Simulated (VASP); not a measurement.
# Al3Cu: single point with LDA

Crystal: Al3Cu.

```
Al Cu
1.0
     3.89839    0.00000    0.00000
     0.00000    3.89839    0.00000
     0.00000    0.00000    3.66877
Al Cu
3 1
Cartesian
  0.0000 1.9492 1.8344
  1.9492 0.0000 1.8344
  1.9492 1.9492 0.0000
  0.0000 0.0000 0.0000
```

This cell differs from its parent crystal: volume 13.939 Å^3 an atom, c/a of the conventional cell 0.9411.

```
Program                : VASP 6.6.1
Task                   : single point
Functional             : LDA
Potentials or basis    : VASP PAW LDA potentials, release 64 (Al, Cu)
Cutoff                 : 520 eV
k mesh                 : 12 × 12 × 12
Occupations            : gaussian, width 0.15 eV
Spin                   : no spin polarisation
Dipole correction      : no
Further INCAR settings : ALGO = Fast; EDIFF = 1e-07; NBANDS = 18
```

* Pressure: 3.5 GPa
* Band gap on the k mesh: zero (band 10 reaches 10.93 eV, above the bottom of band 11 at 6.89 eV)

Stress tensor (GPa, compression positive):
```
1.13 0.00 0.00
0.00 1.13 0.00
0.00 0.00 8.15
```

Levels at points of the mesh, in eV from the Fermi level:
```csv
k point,band 8,band 9,band 10,band 11,band 12,band 13
"(0.00, 0.00, 0.00)",-2.86,-1.81,-0.82,0.22,1.21,6.32
"(0.50, 0.00, 0.00)",-0.19,-0.03,0.50,0.82,0.83,2.29
"(0.50, 0.50, 0.00)",-3.63,-3.28,1.84,3.51,3.51,3.91
"(0.00, 0.00, 0.50)",0.03,0.03,0.31,0.31,0.49,2.01
"(0.50, 0.00, 0.50)",-3.50,-3.30,1.14,2.77,3.09,3.09
"(0.50, 0.50, 0.50)",-3.70,-3.63,-2.59,-2.04,-1.90,-1.90
```

Wall time 3.4 min on 1 thread of Intel Xeon 6975P-C, on a shared host, peak memory 0.28 GiB.
